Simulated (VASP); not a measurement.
Set up this calculation in VASP 6.6.1, as the native input.

| Item | Value |
| --- | --- |
| Task | single point |
| Functional | PBE |
| Dispersion | D3(BJ) |
| Potentials or basis | VASP PAW PBE potentials, release 64 (Ca_sv) |
| Cutoff | 520 eV |
| k mesh | 8 × 8 × 8 |
| Occupations | fermi-dirac, width 0.05 eV |
| Spin | no spin polarisation |
| Dipole correction | no |
| Further INCAR settings | ALGO = Normal; EDIFF = 1e-07; NBANDS = 11 |

The structure of Ca lies in POSCAR:

```
Ca
1.0
   -2.2400000000      2.2400000000      2.2400000000
    2.2400000000     -2.2400000000      2.2400000000
    2.2400000000      2.2400000000     -2.2400000000
Ca
1
Direct
    0.0000000000      0.0000000000      0.0000000000
```

This isn't the form of Ca at room conditions, which is fcc.

These files were run (other wordings do the same):

INCAR

```
SYSTEM = Ca
ALGO = Normal ; EDIFF = 1E-7
ENCUT = 520 ; GGA = PE
ISIF = 2 ; ISMEAR = -1
IVDW = 12 ; LASPH = .TRUE.
LCHARG = .FALSE. ; LREAL = .FALSE.
LWAVE = .FALSE. ; NBANDS = 11
NELM = 80 ; PREC = Accurate
SIGMA = 0.05
```

KPOINTS

```
k-points
0
G
  8 8 8
  0 0 0
```

Potentials or basis: VASP PAW PBE potentials, release 64 (Ca_sv).

Launch:

```sh
$ cat potpaw_PBE.64/Ca_sv/POTCAR > POTCAR
$ mpirun -np 1 vasp_std > vasp.out
```

Results of the run:

- Pressure: -1.7 GPa
- Band gap on the k mesh: zero (bands 5 and 6 overlap by 0.41 eV)
- Dispersion energy per atom: -0.217 eV

Caveat: three body term missing.

Wall time 28 s on 1 thread of Intel Xeon 8259CL, with other jobs on the host, peak memory 0.18 GiB.
